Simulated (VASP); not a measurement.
Here is a VASP 6.6.1 calculation.

The input INCAR:

```
  PREC = Accurate
  ENCUT = 600
  EDIFF = 1E-7
  ISMEAR = -1
  SIGMA = 0.03
  LREAL = F
  LASPH = T
  NELM = 120
  ALGO = Normal
  ISIF = 3
  LWAVE = F
  LCHARG = F
  GGA = PS
  IBRION = 2
  NSW = 100
  EDIFFG = -0.01
  GGA_COMPAT = F
  NELMIN = 4
```

The input KPOINTS:

```
Automatic mesh
0
Gamma
  6 6 6
```

POSCAR

```
TiPdO3
1.0
   -2.6868622200      2.6868622200      3.8170746000
    2.6868622200     -2.6868622200      3.8170746000
    2.6868622200      2.6868622200     -3.8170746000
Ti Pd O
2 2 6
Direct
    0.7500000000      0.2500000000      0.5000000000
    0.2500000000      0.7500000000      0.5000000000
    0.0000000000      0.0000000000      0.0000000000
    0.5000000000      0.5000000000      0.0000000000
    0.7709574500      0.2709574500      0.0419149000
    0.2709574500      0.2290425500      0.5000000000
    0.7290425500      0.7709574500      0.5000000000
    0.2290425500      0.7290425500      0.9580851000
    0.7500000000      0.7500000000      0.0000000000
    0.2500000000      0.2500000000      0.0000000000
```

Potentials or basis: VASP PAW PBE potentials, release 64 (Ti_sv, Pd, O).

Launch:

```bash
$ cat potpaw_PBE.64/Ti_sv/POTCAR potpaw_PBE.64/Pd/POTCAR potpaw_PBE.64/O/POTCAR > POTCAR
$ mpirun -np 1 vasp_std > vasp.out
```

Q: What does it give for the band gap on the k mesh?

A: Zero (bands 40 and 41 overlap by 0.48 eV).

Q: What does it give for the relaxed volume?

A: 10.84 Å³/atom.

Q: What does it give for the space group after relaxing (to 0.1 Å)?

A: I4/mcm (No. 140).

Forces in eV/Å, atoms in the order of the input:
```
Ti   0.000  0.000  0.000
Ti   0.000  0.000  0.000
Pd   0.000  0.000  0.000
Pd   0.000  0.000  0.000
O   -0.002 -0.002  0.000
O    0.002 -0.002  0.000
O   -0.002  0.002  0.000
O    0.002  0.002  0.000
O    0.000  0.000  0.000
O    0.000  0.000  0.000
```

Caveat: the PAW data sets were made with another functional, which shifts forces and pressure a little; semilocal functionals often make such compounds metallic where correlation or magnetic order opens a gap, which also shifts bond lengths.
